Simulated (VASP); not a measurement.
# AlNi in VASP: further runs

Runs on AlNi. Level: PBE. Tasks: single point.

Program: VASP 6.6.1. These are calculated values, not measurements. Logs are shortened: lines on timing, memory, paths and dates and some standing lists are left out, and cuts for length are marked.

### Step 1. The cell of the first run

The structure is orthorhombic, space group Amm2 (No. 38). Conventional cell: a = 2.893 Å, b = 4.091 Å, c = 4.091 Å, α = 90.00°, β = 90.00°, γ = 90.00°. Al (site symmetry mm2) has 8 Ni at 2.44 to 2.57 Å and 6 Al at 2.89 Å within 3.2 Å. Within 3.2 Å of Ni (site symmetry mm2) lie 8 Al at 2.44 to 2.57 Å and 6 Ni at 2.89 Å.

### Step 2. Single point, PBE (atoms displaced along a vibrational mode)

INCAR reads:

```
PREC = Accurate
ENCUT = 520
EDIFF = 1E-6
ISMEAR = 0
SIGMA = 0.15
LREAL = F
LASPH = T
NELM = 60
ALGO = Fast
ISIF = 2
LWAVE = F
LCHARG = F
GGA = PE
NBANDS = 14
```

KPOINTS reads:

```
Automatic mesh
0
Gamma
  16 16 16
```

POSCAR reads:

```
AlNi
1.0
    2.8927237805      0.0000000000      0.0000000000
    0.0000000000      2.8927237805      0.0000000000
    0.0000000000      0.0000000000      2.8927237805
Al Ni
1 1
Direct
   -0.0138277980     -0.0138277980      0.0000000000
    0.5063566817      0.5063566817      0.5000000000
```

Potentials or basis: VASP PAW PBE potentials, release 64 (Al, Ni).

Command:

```bash
$ cat potpaw_PBE.64/Al/POTCAR potpaw_PBE.64/Ni/POTCAR > POTCAR
$ mpirun -np 1 vasp_std > vasp.out
```

OUTCAR:

```text
PREC = Accurate
   ENCUT = 520
   EDIFF = 1E-6
   ISMEAR = 0
   LREAL = F
   LASPH = T
   NELM = 60
   ISIF = 2
   GGA = PE

 ion  position               nearest neighbor table
   1  0.986  0.986  0.000-   2 2.44   2 2.44   2 2.51   2 2.51   2 2.51   2 2.51   2 2.57   2 2.57

   2  0.506  0.506  0.500-   1 2.44   1 2.44   1 2.51   1 2.51   1 2.51   1 2.51   1 2.57   1 2.57

  LATTYP: Found a simple cubic cell.
 ALAT       =     2.8927237805

  Lattice vectors:

 A1 = (   2.8927237805,   0.0000000000,   0.0000000000)
 A2 = (   0.0000000000,   2.8927237805,   0.0000000000)
 A3 = (   0.0000000000,   0.0000000000,   2.8927237805)

Analysis of symmetry for initial positions (statically):
=====================================================================
 Subroutine PRICEL returns:
 Original cell was already a primitive cell.

 Routine SETGRP: Setting up the symmetry group for a
 simple cubic supercell.

 Subroutine GETGRP returns: Found  4 space group operations
 (whereof  4 operations were pure point group operations)
 out of a pool of 48 trial point group operations.

The static configuration has the point symmetry C_2v.

Analysis of symmetry for dynamics (positions and initial velocities):
=====================================================================
 Subroutine PRICEL returns:
 Original cell was already a primitive cell.

 Routine SETGRP: Setting up the symmetry group for a
 simple cubic supercell.

 Subroutine GETGRP returns: Found  4 space group operations
 (whereof  4 operations were pure point group operations)
 out of a pool of 48 trial point group operations.

The dynamic configuration has the point symmetry C_2v.

 Subroutine INISYM returns: Found  4 space group operations
 (whereof  4 operations are pure point group operations),
 and found     1 'primitive' translations

----------------------------------------------------------------------------------------

                                     Primitive cell

  volume of cell :      24.2059

  direct lattice vectors                    reciprocal lattice vectors
     2.892723780  0.000000000  0.000000000     0.345694949  0.000000000  0.000000000
     0.000000000  2.892723780  0.000000000     0.000000000  0.345694949  0.000000000
     0.000000000  0.000000000  2.892723780     0.000000000  0.000000000  0.345694949

  length of vectors
     2.892723780  2.892723780  2.892723780     0.345694949  0.345694949  0.345694949

  position of ions in fractional coordinates (direct lattice)
     0.986172202  0.986172202  0.000000000
     0.506356682  0.506356682  0.500000000

  ion indices of the primitive-cell ions
   primitive index   ion index
                 1           1
                 2           2

----------------------------------------------------------------------------------------

 KPOINTS: Automatic mesh

Automatic generation of k-mesh.
 Grid dimensions read from file:
 generate k-points for:   16   16   16

 Generating k-lattice:

  Cartesian coordinates                     Fractional coordinates (reciprocal lattice)
     0.021605934  0.000000000  0.000000000     0.062500000  0.000000000  0.000000000
     0.000000000  0.021605934  0.000000000     0.000000000  0.062500000  0.000000000
     0.000000000  0.000000000  0.021605934     0.000000000  0.000000000  0.062500000

  Length of vectors
     0.021605934  0.021605934  0.021605934

  Shift w.r.t. Gamma in fractional coordinates (k-lattice)
     0.000000000  0.000000000  0.000000000

 Subroutine IBZKPT returns following result:
 ===========================================

 Found    657 irreducible k-points:

 Following reciprocal coordinates:
            Coordinates               Weight
  0.000000  0.000000  0.000000      1.000000
  0.062500  0.000000  0.000000      4.000000
  0.000000  0.000000  0.062500      2.000000
  0.125000  0.000000  0.000000      4.000000
  0.000000  0.000000  0.125000      2.000000
  0.187500  0.000000  0.000000      4.000000
[... 16 lines left out ...]
  0.062500  0.000000  0.125000      8.000000
 -0.062500  0.125000  0.000000      4.000000
 [... further k-points ...]
   k-points           NKPTS =    657   k-points in BZ     NKDIM =    657   number of bands    NBANDS=     14
   number of dos      NEDOS =    301   number of ions     NIONS =      2
   total plane-waves  NPLWV =  13824
   dimension x,y,z NGX =    24 NGY =   24 NGZ =   24
   dimension x,y,z NGXF=    48 NGYF=   48 NGZF=   48
   ions per type =               1   1
   NGX,Y,Z   is equivalent  to a cutoff of  13.79, 13.79, 13.79 a.u.
   NGXF,Y,Z  is equivalent  to a cutoff of  27.59, 27.59, 27.59 a.u.
 SYSTEM =  unknown system
   PREC   = accura    normal or accurate (medium, high low for compatibility)
   ISTART =      0    job   : 0-new  1-cont  2-samecut
   ICHARG =      2    charge: 1-file 2-atom 10-const
   ISPIN  =      1    spin polarized calculation?
   LNONCOLLINEAR =      F non collinear calculations
   LSORBIT =      F    spin-orbit coupling
   LASPH  =      T    aspherical Exc in radial PAW
   ENCUT  =  520.0 eV  38.22 Ry    6.18 a.u.   5.38  5.38  5.38*2*pi/ulx,y,z
   NELM   =     60;   NELMIN=  2; NELMDL= -5     # of ELM steps
   EDIFF  = 0.1E-05   stopping-criterion for ELM
   LREAL  =      F    real-space projection
   EDIFFG = 0.1E-04   stopping-criterion for IOM
   NSW    =      0    number of steps for IOM
   IBRION =     -1    ionic relax: 0-MD 1-quasi-New 2-CG
   NFREE  =      0    steps in history (QN), initial steepest desc. (CG)
   ISIF   =      2    stress and relaxation
   ISYM   =      2    0-nonsym 1-usesym 2-fastsym
   POTIM  = 0.5000    time-step for ionic-motion
   TEBEG  =    0.0;   TEEND  =   0.0 temperature during run
   PSTRESS=    0.0 pullay stress
   NELECT =      13.0000    total number of electrons
   NUPDOWN=      -1.0000    fix difference up-down
   EMIN   =  10.00;   EMAX   =-10.00  energy-range for DOS
   EFERMI =   0.00;   METHOD = LEGACY
   ISMEAR =     0;   SIGMA  =   0.15  broadening in eV -4-tet -1-fermi 0-gaus
   EFERMI_NEDOS =   21; number of points for ismear=-14 and -15
   IALGO  =     68    algorithm
   IMIX   =      4    mixing-type and parameters
     AMIX     =   0.40;   BMIX     =  1.00
     AMIX_MAG =   1.60;   BMIX_MAG =  1.00
  volume/ion in A,a.u.               =      12.10        81.67
  Fermi-wavevector in a.u.,A,eV,Ry     =   1.330707  2.514671 24.092926  1.770780
  Thomas-Fermi vector in A             =   2.459773
   LORBIT       =      0    0 simple, 1 ext, 2 COOP (PROOUT), +10 PAW based schemes
   GGA     = PE    functional components
   LHFCALC =     F    Hartree Fock is set to
   AEXX    =    0.0000 exact exchange contribution
   IVDW    =     0    specifies the selected vdW correction
   LEPSILON=     F    determine dielectric tensor
   LRPA    =     F    only Hartree local field effects (RPA)
 non-spin polarized calculation
 RMM-DIIS sequential band-by-band and
 Gauss-broadening in eV      SIGMA  =   0.15
  energy-cutoff  :      520.00
  volume of cell :       24.21
 maximum number of plane-waves:       672
 NGX is ok and might be reduce to    24
   NGX = 11   NGY = 11   NGZ = 11

 number of electron      13.0000002 magnetization

 Free energy of the ion-electron system (eV)
  ---------------------------------------------------
  ext. energy  EPLUGINS =         0.00000000
  ---------------------------------------------------
  free energy    TOTEN  =       -10.52412914 eV

  energy without entropy =      -10.51533766  energy(sigma->0) =      -10.51973340

 E-fermi :   9.8668     XC(G=0): -11.9880

 val. band max:        9.8662364998   @ k =   0.3125   0.1250   0.3750
 cond. band min:       9.8674040351   @ k =   0.3750   0.3125   0.1250
 fundamental gap:      0.0011675354
 Fermi energy:         9.8667917221

 k-point     1 :       0.0000    0.0000    0.0000
  band No.  band energies     occupation
      1      -1.1827      2.00000
      2       6.6900      2.00000
      3       6.6934      2.00000
      4       8.3391      2.00000
      5       8.3472      2.00000
      6       8.3490      2.00000
      7      15.3103      0.00000
      8      15.3156      0.00000
      9      15.3262      0.00000
     10      17.9594      0.00000
     11      17.9605      0.00000
     12      23.3452      0.00000
     13      30.5893      0.00000
     14      30.6057      0.00000

 k-point     2 :       0.0625    0.0000    0.0000
  band No.  band energies     occupation
      1      -1.1114      2.00000
      2       6.6873      2.00000
      3       6.7076      2.00000
      4       8.3121      2.00000
      5       8.3164      2.00000
      6       8.3482      2.00000
      7      14.5305      0.00000
      8      15.4100      0.00000
      9      15.4173      0.00000
     10      17.9649      0.00000
     11      18.6685      0.00000
     12      23.5969      0.00000
     13      29.7544      0.00000
     14      29.7684      0.00000

 k-point     3 :       0.0000    0.0000    0.0625
  band No.  band energies     occupation
      1      -1.1114      2.00000
      2       6.6849      2.00000
      3       6.7100      2.00000
      4       8.3079      2.00000
      5       8.3179      2.00000
      6       8.3509      2.00000
      7      14.5255      0.00000
      8      15.4050      0.00000
      9      15.4297      0.00000
     10      17.9656      0.00000
     11      18.6641      0.00000
     12      23.5982      0.00000
     13      29.7468      0.00000
     14      29.7918      0.00000

 k-point     4 :       0.1250    0.0000    0.0000
  band No.  band energies     occupation
      1      -0.8981      2.00000
      2       6.6578      2.00000
      3       6.7552      2.00000
      4       8.2270      2.00000
      5       8.2311      2.00000
      6       8.3569      2.00000
      7      13.1576      0.00000
      8      15.6865      0.00000
      9      15.6933      0.00000
     10      17.9801      0.00000
     11      19.7774      0.00000
     12      24.3991      0.00000
     13      28.2835      0.00000
     14      28.2838      0.00000

 k-point     5 :       0.0000    0.0000    0.1250
  band No.  band energies     occupation
      1      -0.8980      2.00000
      2       6.6556      2.00000
      3       6.7578      2.00000
      4       8.2228      2.00000
      5       8.2320      2.00000
      6       8.3601      2.00000
      7      13.1540      0.00000
      8      15.6824      0.00000
      9      15.7052      0.00000
     10      17.9806      0.00000
     11      19.7681      0.00000
[... 276 lines left out ...]
 k-point    22 :       0.0000    0.1250    0.0625
  band No.  band energies     occupation
      1      -0.8273      2.00000
      2       6.6736      2.00000
      3       6.7562      2.00000
      4       8.1904      2.00000
      5       8.2330      2.00000
      6       8.3290      2.00000
      7      13.2147      0.00000
      8      14.9032      0.00000
      9      15.7932      0.00000
     10      18.4699      0.00000
     11      20.0993      0.00000
     12      24.5734      0.00000
     13      27.3752      0.00000
     14      28.3239      0.00000

 k-point    23 :       0.0625    0.0000    0.1250
  band No.  band energies     occupation
      1      -0.8273      2.00000
      2       6.6715      2.00000
      3       6.7585      2.00000
      4       8.1901      2.00000
      5       8.2300      2.00000
      6       8.3321      2.00000
      7      13.2113      0.00000
      8      14.9079      0.00000
      9      15.7937      0.00000
     10      18.4719      0.00000
     11      20.0919      0.00000
     12      24.5764      0.00000
     13      27.3803      0.00000
     14      28.3331      0.00000

 k-point    24 :      -0.0625    0.1250    0.0000
  band No.  band energies     occupation
      1      -0.8274      2.00000
      2       6.6740      2.00000
      3       6.7555      2.00000
      4       8.1950      2.00000
      5       8.2299      2.00000
      6       8.3279      2.00000
      7      13.2115      0.00000
      8      14.9165      0.00000
      9      15.7789      0.00000
     10      18.4755      0.00000
     11      20.0971      0.00000
     12      24.5809      0.00000
     13      27.3711      0.00000
     14      28.3235      0.00000

 [... further k-points ...]

------------------------ aborting loop because EDIFF is reached ----------------------------------------

  FORCE on cell =-STRESS in cart. coord.  units (eV):
  Direction    XX          YY          ZZ          XY          YZ          ZX
  --------------------------------------------------------------------------------------
  -------------------------------------------------------------------------------------
  Total        0.0491548      0.0491548      0.0737781      0.0720397      0.0000000      0.0000000
  in kB        3.2535340      3.2535340      4.8833402      4.7682808      0.0000000      0.0000000
  external PRESSURE =       3.7968027 kB  Pullay stress =       0.0000000 kB

 VOLUME and BASIS-vectors are now :
 -----------------------------------------------------------------------------
  energy-cutoff  :      520.00
  volume of cell :       24.21
      direct lattice vectors                 reciprocal lattice vectors
     2.892723780  0.000000000  0.000000000     0.345694949  0.000000000  0.000000000
     0.000000000  2.892723780  0.000000000     0.000000000  0.345694949  0.000000000
     0.000000000  0.000000000  2.892723780     0.000000000  0.000000000  0.345694949

 POSITION                                       TOTAL-FORCE (eV/Angst)
 -----------------------------------------------------------------------------------
      2.85272      2.85272      0.00000         0.336763      0.336763      0.000000
      1.46475      1.46475      1.44636        -0.336763     -0.336763      0.000000
 -----------------------------------------------------------------------------------
    total drift:                               -0.000295     -0.000295      0.000014

  FREE ENERGIE OF THE ION-ELECTRON SYSTEM (eV)
  ---------------------------------------------------
  free  energy   TOTEN  =       -10.5241291446 eV

  energy  without entropy=      -10.5153376582  energy(sigma->0) =      -10.51973340
```

Run time: 2.4 min. Hardware: 1 thread of Intel Xeon Platinum 8259CL at 2.50GHz (Skylake/Cascade Lake), shared host; peak memory 0.33 GiB.

Results:

* Free energy: -10.5241 eV
* Pressure: 0.4 GPa
* Largest force: 0.476 eV/Å
* Band gap on the k mesh: zero (an odd number of electrons rules out a gap without spin polarisation)

Forces on the atoms (eV/Å):
```
Al   0.337  0.337  0.000
Ni  -0.337 -0.337  0.000
```

Caveat: the cell differs from its parent crystal (atoms displaced along a vibrational mode). Spin polarisation is off, so any magnetic state and its effect on volume and gap are missing.

(Continued in part 2 of 2.)
